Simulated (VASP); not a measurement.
Here is a VASP 6.6.1 calculation.

Contents of INCAR:

```
SYSTEM = PbF2
ALGO = Normal ; EDIFF = 1E-7
EDIFFG = -0.005 ; ENCUT = 600
GGA = PS ; GGA_COMPAT = .FALSE.
IBRION = 2 ; ISIF = 3
ISMEAR = -1 ; LASPH = .TRUE.
LCHARG = .FALSE. ; LREAL = .FALSE.
LWAVE = .FALSE. ; NELM = 120
NELMIN = 4 ; NSW = 80
PREC = Accurate ; PSTRESS = 100.0
SIGMA = 0.05
```

The input KPOINTS:

```
k-points
0
G
  8 8 8
  0 0 0
```

File POSCAR:

```
PbF2
1.0
    0.0000000000      2.9636600000      2.9636600000
    2.9636600000      0.0000000000      2.9636600000
    2.9636600000      2.9636600000      0.0000000000
Pb F
1 2
Direct
    0.0000000000      0.0000000000      0.0000000000
    0.7500000000      0.7500000000      0.7500000000
    0.2500000000      0.2500000000      0.2500000000
```

Potentials or basis: VASP PAW PBE potentials, release 64 (Pb_d, F).

Command:

```bash
$ cat potpaw_PBE.64/Pb_d/POTCAR potpaw_PBE.64/F/POTCAR > POTCAR
$ mpirun -np 1 vasp_std > vasp.out
```

Task: What does it give for the space group after relaxing (to 0.1 Å)?

Result: Fm-3m (No. 225).

Task: Predict the band gap on the k mesh.

Result: 4.24 eV (least direct gap 4.41 eV).

Task: Estimate the relaxed volume.

Result: 15.40 Å³/atom.

Final structure:
```xyz
3
Lattice="0.0000 2.8481 2.8481 2.8481 0.0000 2.8481 2.8481 2.8481 0.0000" Properties=species:S:1:pos:R:3 pbc="T T T"
Pb    2.8481    5.6962    2.8481
F     4.2721    4.2721    4.2721
F     1.4240    1.4240    1.4240
```

Caveat: the cell is relaxed towards a set pressure, so the run minimises the enthalpy, not the energy; the PAW data sets were made with another functional, which shifts forces and pressure a little; spin-orbit coupling is left out, which moves the levels of the heavy elements. A k mesh can miss the band edges.
